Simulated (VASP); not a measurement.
A run of VASP 6.6.1:

INCAR

```
AGGAC = 0.0 ; ALDAC = 0.0
ALGO = Normal ; EDIFF = 1E-7
ENCUT = 520 ; GGA = PE
ISIF = 2 ; ISMEAR = -1
ISPIN = 2 ; LASPH = True
LCHARG = False ; LMAXMIX = 4
LORBIT = 11 ; LREAL = False
LWAVE = False ; MAGMOM = 2 2
NBANDS = 20 ; NELM = 150
PREC = Accurate ; SIGMA = 0.05
```

KPOINTS

```
k-points
0
Gamma
  12 12 7
```

Contents of POSCAR:

```
Co
1.0
    2.4385904036      0.0000000000      0.0000000000
   -1.2192952018      2.1118812389      0.0000000000
    0.0000000000      0.0000000000      3.9667976331
Co
2
Direct
    0.6666666667      0.3333333333      0.7500000000
    0.3333333333      0.6666666667      0.2500000000
```

Potentials or basis: VASP PAW PBE potentials, release 64 (Co).

Command:

```console
$ cat potpaw_PBE.64/Co/POTCAR > POTCAR
$ mpirun -np 1 vasp_std > vasp.out
```

Hardware: 1 thread of Intel Xeon 8259CL (shared host).

Q: Estimate the wall time of this run.

A: Wall time 110 s on 1 thread of Intel Xeon 8259CL (shared host), peak memory 0.17 GiB. Counts: scf iterations 14, k points 76.
